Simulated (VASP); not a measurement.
MgF2 (Sellaite): single point with r2SCANh

The system is MgF2 (Sellaite).

```
Mg F
1.0
     4.62202    0.00000    0.00000
     0.00000    4.62202    0.00000
     0.00000    0.00000    3.04611
Mg F
2 4
Direct
  0.00000 0.00000 0.00000
  0.50000 0.50000 0.50000
  0.30295 0.30295 0.00000
  0.19705 0.80295 0.50000
  0.69705 0.69705 0.00000
  0.80295 0.19705 0.50000
```

```yaml
Program: VASP 6.6.1
Task: single point
Functional: r2SCANh
Potentials_or_basis: VASP PAW PBE potentials, release 64 (Mg, F)
Cutoff: 580 eV
k_mesh: 4 × 4 × 6
Occupations: gaussian, width 0.01 eV
Spin: no spin polarisation
Dipole_correction: no
Grid_for_exact_exchange_PRECFOCK: Normal
Further_INCAR_settings: ALGO = Normal; EDIFF = 1e-06; NBANDS = 25
```

```json
{
  "Pressure": "-2.0 GPa",
  "Largest force": "0.018 eV/Å",
  "Band gap on the k mesh": "9.12 eV, direct"
}
```

Forces on the atoms (eV/Å):
```
Mg   0.000  0.000  0.000
Mg   0.000  0.000  0.000
F    0.013  0.013  0.000
F   -0.013  0.013  0.000
F   -0.013 -0.013  0.000
F    0.013 -0.013  0.000
```

Stress tensor (GPa, compression positive):
```
-1.92  0.00  0.00
 0.00 -1.92  0.00
 0.00  0.00 -2.15
```

Levels at points of the mesh, in eV from the valence-band top:
```csv
k point,band 13,band 14,band 15,band 16,band 17,band 18,band 19,band 20
"(0.00, 0.00, 0.00)",-0.70,-0.31,-0.31,0.00,9.12,14.39,14.39,15.92
"(0.50, 0.00, 0.00)",-0.97,-0.97,-0.38,-0.38,11.58,11.58,15.68,15.68
"(0.50, 0.50, 0.00)",-0.94,-0.94,-0.80,-0.80,13.35,13.35,13.48,13.48
"(0.00, 0.00, 0.50)",-1.18,-1.18,-0.88,-0.88,14.02,14.02,17.23,17.23
"(0.50, 0.00, 0.50)",-0.74,-0.74,-0.69,-0.69,14.92,14.92,15.75,15.75
"(0.50, 0.50, 0.50)",-0.64,-0.64,-0.48,-0.48,15.38,15.38,15.70,15.70
```

It took 13 min on 4 MPI ranks on Intel(R) Xeon(R) 6975P-C (Granite Rapids), on a shared host, peak memory 0.24 GiB a rank.

Caveat: the PAW data sets were made with another functional, which shifts forces and pressure a little.
